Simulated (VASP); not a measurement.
Input of a VASP 6.6.1 run:

File INCAR:

```
PREC = Accurate
ENCUT = 520
EDIFF = 1E-7
ISMEAR = 0
SIGMA = 0.1
LREAL = F
LASPH = T
NELM = 100
ALGO = Fast
ISIF = 2
LWAVE = F
LCHARG = T
GGA = PE
LELF = T
LVHAR = T
NBANDS = 37
```

KPOINTS

```
Automatic mesh
0
Gamma
  8 8 8
```

Contents of POSCAR:

```
Ta4W
1.0
   -1.6377772302      1.6377772302      8.2709547269
    1.6377772302     -1.6377772302      8.2709547269
    1.6377772302      1.6377772302     -8.2709547269
Ta W
4 1
Direct
    0.5960604003      0.5960604003      0.0000000000
    0.1995900995      0.1995900995      0.0000000000
    0.8004099005      0.8004099005      0.0000000000
    0.4039395997      0.4039395997      0.0000000000
    0.0000000000      0.0000000000      0.0000000000
```

Potentials or basis: VASP PAW PBE potentials, release 64 (Ta_pv, W_sv).

Command:

```sh
$ cat potpaw_PBE.64/Ta_pv/POTCAR potpaw_PBE.64/W_sv/POTCAR > POTCAR
$ mpirun -np 1 vasp_std > vasp.out
```

(1) What does it give for the pressure?

(2) What does it give for the band gap on the k mesh?

(3) Estimate the largest force.

## Answers

(1) 0.2 GPa.

(2) zero (bands 29 and 30 overlap by 1.67 eV).

(3) 0.015 eV/Å.

Caveat: spin-orbit coupling is left out, which moves the levels of the heavy elements.
